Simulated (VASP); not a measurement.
# IrF (P1) in VASP: single point with PBE

Aim: the single point of IrF with PBE.

All numbers are computed with VASP 6.6.1; they aren't measurements. Logs are shortened: lines on timing, memory, paths and dates and some standing lists are left out, and cuts for length are marked.

### Step 1. The cell of the first run

The typed cell holds 4 atoms: a = 6.762 Å, b = 3.459 Å, c = 3.350 Å, α = 64.33°, β = 57.56°, γ = 59.66°.

### Step 2. Single point, PBE

INCAR reads:

```
ALGO = Normal
EDIFF = 1E-6
ENCUT = 600
GGA = PE
GGA_COMPAT = False
ISIF = 2
ISMEAR = -1
LASPH = True
LCHARG = False
LREAL = False
LWAVE = False
NBANDS = 24
NELM = 120
PREC = Accurate
SIGMA = 0.15
```

KPOINTS reads:

```
k-points
0
Gamma
  1 3 3
```

POSCAR reads:

```
IrF
1.0
    5.1542375688     -0.8874284574     -4.2865091740
   -0.2746985045     -2.2377961795     -2.6236810139
    0.0394218367      1.3476110752     -3.0671103728
Ir F
2 2
Direct
    0.6617040000      0.2578150000      0.9657190000
    1.1573960000      0.2785190000      0.9608690000
    0.9074570000      0.8078600000      1.4992820000
    1.4250960000      0.7471750000      1.4964290000
```

Potentials or basis: VASP PAW PBE potentials, release 64 (Ir, F).

The run is started by

```bash
$ cat potpaw_PBE.64/Ir/POTCAR potpaw_PBE.64/F/POTCAR > POTCAR
$ mpirun -np 1 vasp_std > vasp.out
```

OUTCAR:

```text
EDIFF = 1E-6
   ENCUT = 600
   GGA = PE
   ISIF = 2
   ISMEAR = -1
   LASPH = True
   LREAL = False
   NELM = 120
   PREC = Accurate

 ion  position               nearest neighbor table
   1  0.662  0.258  0.966-   3 2.08   4 2.33   4 2.36   4 2.43   3 2.56   3 2.58   2 3.24   2 3.24
                             2 3.35   2 3.38   2 3.38
   2  0.157  0.279  0.961-   4 2.27   3 2.39   3 2.41   3 2.43   4 2.47   1 3.24   1 3.24   1 3.35
                             1 3.38   1 3.38
   3  0.907  0.808  0.499-   1 2.08   2 2.39   2 2.41   2 2.43   1 2.56   1 2.58
   4  0.425  0.747  0.496-   2 2.27   1 2.33   1 2.36   1 2.43   2 2.47

  LATTYP: Found a triclinic cell.
 ALAT       =     3.3503396440
 B/A-ratio  =     2.0183737024
 C/A-ratio  =     1.0823841173
 COS(alpha) =     0.0137843053
 COS(beta)  =     0.5106510412
 COS(gamma) =     0.5364843465

  Lattice vectors:

 A1 = (  -0.0394218367,  -1.3476110752,   3.0671103728)
 A2 = (  -5.1542375688,   0.8874284574,   4.2865091740)
 A3 = (  -0.3141203412,  -3.5854072547,   0.4434293589)

Analysis of symmetry for initial positions (statically):
=====================================================================
 Subroutine PRICEL returns:
 Original cell was already a primitive cell.

 Routine SETGRP: Setting up the symmetry group for a
 triclinic supercell.

 Subroutine GETGRP returns: Found  1 space group operations
 (whereof  1 operations were pure point group operations)
 out of a pool of  2 trial point group operations.

The static configuration has the point symmetry C_1 .

Analysis of symmetry for dynamics (positions and initial velocities):
=====================================================================
 Subroutine PRICEL returns:
 Original cell was already a primitive cell.

 Routine SETGRP: Setting up the symmetry group for a
 triclinic supercell.

 Subroutine GETGRP returns: Found  1 space group operations
 (whereof  1 operations were pure point group operations)
 out of a pool of  2 trial point group operations.

The dynamic configuration has the point symmetry C_1 .

 Subroutine INISYM returns: Found  1 space group operations
 (whereof  1 operations are pure point group operations),
 and found     1 'primitive' translations

----------------------------------------------------------------------------------------

                                     Primitive cell

  volume of cell :      55.6484

  direct lattice vectors                    reciprocal lattice vectors
     5.154237569 -0.887428457 -4.286509174     0.186874413 -0.016998877 -0.005066965
    -0.274698504 -2.237796180 -2.623681014    -0.152715662 -0.281043522 -0.125446315
     0.039421837  1.347611075 -3.067110373    -0.130533843  0.264168646 -0.211648494

  length of vectors
     6.762237432  3.459319741  3.350339644     0.187714363  0.343575774  0.362793664

  position of ions in fractional coordinates (direct lattice)
     0.661704000  0.257815000  0.965719000
     0.157396000  0.278519000  0.960869000
     0.907457000  0.807860000  0.499282000
     0.425096000  0.747175000  0.496429000

  ion indices of the primitive-cell ions
   primitive index   ion index
                 1           1
                 2           2
                 3           3
                 4           4

----------------------------------------------------------------------------------------

 KPOINTS: k-points

Automatic generation of k-mesh.
 Grid dimensions read from file:
 generate k-points for:    1    3    3

 Generating k-lattice:

  Cartesian coordinates                     Fractional coordinates (reciprocal lattice)
     0.186874413 -0.016998877 -0.005066965     1.000000000  0.000000000 -0.000000000
    -0.050905221 -0.093681174 -0.041815438    -0.000000000  0.333333333 -0.000000000
    -0.043511281  0.088056215 -0.070549498     0.000000000  0.000000000  0.333333333

  Length of vectors
     0.187714363  0.114525258  0.120931221

  Shift w.r.t. Gamma in fractional coordinates (k-lattice)
     0.000000000  0.000000000  0.000000000

 Subroutine IBZKPT returns following result:
 ===========================================

 Found      5 irreducible k-points:

 Following reciprocal coordinates:
            Coordinates               Weight
  0.000000  0.000000  0.000000      1.000000
 -0.000000  0.333333 -0.000000      2.000000
  0.000000 -0.000000  0.333333      2.000000
  0.000000  0.333333  0.333333      2.000000
  0.000000 -0.333333  0.333333      2.000000
   k-points           NKPTS =      5   k-points in BZ     NKDIM =      5   number of bands    NBANDS=     24
   number of dos      NEDOS =    301   number of ions     NIONS =      4
   total plane-waves  NPLWV =  42336
   dimension x,y,z NGX =    54 NGY =   28 NGZ =   28
   dimension x,y,z NGXF=   108 NGYF=   56 NGZF=   56
   ions per type =               2   2
   NGX,Y,Z   is equivalent  to a cutoff of  13.28, 13.46, 13.89 a.u.
   NGXF,Y,Z  is equivalent  to a cutoff of  26.55, 26.91, 27.79 a.u.
 SYSTEM =  unknown system
   PREC   = accura    normal or accurate (medium, high low for compatibility)
   ISTART =      0    job   : 0-new  1-cont  2-samecut
   ICHARG =      2    charge: 1-file 2-atom 10-const
   ISPIN  =      1    spin polarized calculation?
   LNONCOLLINEAR =      F non collinear calculations
   LSORBIT =      F    spin-orbit coupling
   LASPH  =      T    aspherical Exc in radial PAW
   ENCUT  =  600.0 eV  44.10 Ry    6.64 a.u.  13.51  6.91  6.69*2*pi/ulx,y,z
   NELM   =    120;   NELMIN=  2; NELMDL= -5     # of ELM steps
   EDIFF  = 0.1E-05   stopping-criterion for ELM
   LREAL  =      F    real-space projection
   EDIFFG = 0.1E-04   stopping-criterion for IOM
   NSW    =      0    number of steps for IOM
   IBRION =     -1    ionic relax: 0-MD 1-quasi-New 2-CG
   NFREE  =      0    steps in history (QN), initial steepest desc. (CG)
   ISIF   =      2    stress and relaxation
   ISYM   =      2    0-nonsym 1-usesym 2-fastsym
   POTIM  = 0.5000    time-step for ionic-motion
   TEBEG  =    0.0;   TEEND  =   0.0 temperature during run
   PSTRESS=    0.0 pullay stress
   NELECT =      32.0000    total number of electrons
   NUPDOWN=      -1.0000    fix difference up-down
   EMIN   =  10.00;   EMAX   =-10.00  energy-range for DOS
   EFERMI =   0.00;   METHOD = LEGACY
   ISMEAR =    -1;   SIGMA  =   0.15  broadening in eV -4-tet -1-fermi 0-gaus
   EFERMI_NEDOS =   21; number of points for ismear=-14 and -15
   IALGO  =     38    algorithm
   IMIX   =      4    mixing-type and parameters
     AMIX     =   0.40;   BMIX     =  1.00
     AMIX_MAG =   1.60;   BMIX_MAG =  1.00
  volume/ion in A,a.u.               =      13.91        93.88
  Fermi-wavevector in a.u.,A,eV,Ry     =   1.361363  2.572602 25.215789  1.853308
  Thomas-Fermi vector in A             =   2.487945
   LORBIT       =      0    0 simple, 1 ext, 2 COOP (PROOUT), +10 PAW based schemes
   GGA     = PE    functional components
   LHFCALC =     F    Hartree Fock is set to
   AEXX    =    0.0000 exact exchange contribution
   IVDW    =     0    specifies the selected vdW correction
   LEPSILON=     F    determine dielectric tensor
   LRPA    =     F    only Hartree local field effects (RPA)
 non-spin polarized calculation
  energy-cutoff  :      600.00
  volume of cell :       55.65
 maximum number of plane-waves:      1867
 NGX is ok and might be reduce to    54
   NGX = 27   NGY = 13   NGZ = 13

 number of electron      31.9999997 magnetization

 Free energy of the ion-electron system (eV)
  ---------------------------------------------------
  ext. energy  EPLUGINS =         0.00000000
  ---------------------------------------------------
  free energy    TOTEN  =       -16.49075879 eV

  energy without entropy =      -15.86542637  energy(sigma->0) =      -16.17809258

 E-fermi :   5.1395     XC(G=0): -11.7105

 val. band max:        5.1222299183   @ k =   0.0000   0.3333   0.3333
 cond. band min:       5.1852713015   @ k =  -0.0000   0.3333  -0.0000
 fundamental gap:      0.0630413832
 Fermi energy:         5.1395282613

 k-point     1 :       0.0000    0.0000    0.0000
  band No.  band energies     occupation
      1     -20.0994      2.00000
      2     -19.6914      2.00000
      3      -3.4064      2.00000
      4      -2.3713      2.00000
      5      -2.0745      2.00000
      6      -1.3381      2.00000
[... 16 lines left out ...]
     23      17.6560      0.00000
     24      17.7884      0.00000

 k-point     2 :      -0.0000    0.3333   -0.0000
  band No.  band energies     occupation
      1     -19.9883      2.00000
      2     -19.7010      2.00000
      3      -3.1924      2.00000
      4      -2.3985      2.00000
      5      -2.1218      2.00000
      6      -1.8353      2.00000
[... 16 lines left out ...]
     23      15.3264      0.00000
     24      17.2336      0.00000

 k-point     3 :       0.0000   -0.0000    0.3333
  band No.  band energies     occupation
      1     -19.9766      2.00000
      2     -19.6951      2.00000
      3      -3.0946      2.00000
      4      -2.3643      2.00000
      5      -2.1412      2.00000
      6      -1.9226      2.00000
[... 16 lines left out ...]
     23      15.6250      0.00000
     24      16.7657      0.00000

 k-point     4 :       0.0000    0.3333    0.3333
  band No.  band energies     occupation
      1     -19.9660      2.00000
      2     -19.6851      2.00000
      3      -3.0234      2.00000
      4      -2.7454      2.00000
      5      -2.0449      2.00000
      6      -1.9111      2.00000
[... 16 lines left out ...]
     23      16.1401      0.00000
     24      16.6468      0.00000

 k-point     5 :       0.0000   -0.3333    0.3333
  band No.  band energies     occupation
      1     -19.9480      2.00000
      2     -19.6626      2.00000
      3      -3.0018      2.00000
      4      -2.4485      2.00000
      5      -2.1882      2.00000
      6      -2.0031      2.00000
[... 16 lines left out ...]
     23      13.1896      0.00000
     24      13.7107      0.00000

------------------------ aborting loop because EDIFF is reached ----------------------------------------

  FORCE on cell =-STRESS in cart. coord.  units (eV):
  Direction    XX          YY          ZZ          XY          YZ          ZX
  --------------------------------------------------------------------------------------
  -------------------------------------------------------------------------------------
  Total       -0.3895767      2.2710909      1.5546777      1.2774507      0.5550673      0.1423626
  in kB      -11.2163246     65.3871058     44.7608120     36.7791531     15.9809731      4.0987689
  external PRESSURE =      32.9771977 kB  Pullay stress =       0.0000000 kB

 VOLUME and BASIS-vectors are now :
 -----------------------------------------------------------------------------
  energy-cutoff  :      600.00
  volume of cell :       55.65
      direct lattice vectors                 reciprocal lattice vectors
     5.154237569 -0.887428457 -4.286509174     0.186874413 -0.016998877 -0.005066965
    -0.274698504 -2.237796180 -2.623681014    -0.152715662 -0.281043522 -0.125446315
     0.039421837  1.347611075 -3.067110373    -0.130533843  0.264168646 -0.211648494

 POSITION                                       TOTAL-FORCE (eV/Angst)
 -----------------------------------------------------------------------------------
      3.37783      0.13726     -6.47479        -0.283302      0.042657     -0.514278
      0.77263      0.53193     -4.35252        -0.199372     -0.054144     -0.027682
      4.47501     -1.94029     -7.54074         0.232031     -0.275935     -0.002504
      2.00537     -1.38027     -5.30513         0.250643      0.287422      0.544464
 -----------------------------------------------------------------------------------
    total drift:                               -0.000341     -0.000236      0.000216

  FREE ENERGIE OF THE ION-ELECTRON SYSTEM (eV)
  ---------------------------------------------------
  free  energy   TOTEN  =       -16.4907587909 eV

  energy  without entropy=      -15.8654263733  energy(sigma->0) =      -16.17809258
```

Run time: 23 s. Hardware: 1 thread of Intel Xeon Platinum 8375C at 2.90GHz (Ice Lake), shared host; peak memory 0.19 GiB.

Results:

| Property | Result |
| --- | --- |
| Free energy | -16.4908 eV |
| Pressure | 3.3 GPa |
| Largest force | 0.665 eV/Å |
| Band gap on the k mesh | zero (band 16 reaches 5.10 eV, above the bottom of band 17 at 4.82 eV) |

Forces on the atoms (eV/Å):
```
Ir  -0.283  0.043 -0.514
Ir  -0.199 -0.054 -0.028
F    0.232 -0.276 -0.003
F    0.251  0.287  0.544
```

Stress tensor (GPa, compression positive):
```
-1.12  3.68  0.41
 3.68  6.54  1.60
 0.41  1.60  4.48
```

Caveat: the k points lie up to 1.18 Å⁻¹ apart; spin-orbit coupling is left out, which moves the levels of the heavy elements.
